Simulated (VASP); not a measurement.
SiC20, 21 atoms in the cell. The cell holds a slab with vacuum, 21 atoms: a = 4.889 Å, b = 6.732 Å, c = 19.878 Å, α = 90.00°, β = 90.00°, γ = 90.00°. 

| Item | Value |
| --- | --- |
| Program | VASP 6.6.1 |
| Task | single point |
| Functional | LDA |
| Potentials or basis | VASP PAW LDA potentials, release 64 (C, Si) |
| Cutoff | 520 eV |
| k mesh | 6 × 4 × 1 |
| Occupations | gaussian, width 0.1 eV |
| Spin | no spin polarisation |
| Dipole correction | yes |
| Further INCAR settings | LREAL = Auto; ALGO = Normal; EDIFF = 1e-06; NBANDS = 58 |

Potentials or basis: VASP PAW LDA potentials, release 64 (C, Si).

Run with:

```sh
$ cat potpaw_LDA.64/C/POTCAR potpaw_LDA.64/Si/POTCAR > POTCAR
$ mpirun -np 1 vasp_std > vasp.out
```

Hardware: 1 thread of AMD EPYC 7R13 (shared host).

Question: Estimate the wall time of this run.

Answer: Run time: 34 min on 1 thread of AMD EPYC 7R13, with other jobs on the host, peak memory 0.6 GiB. Counts: scf iterations 31, k points 14.
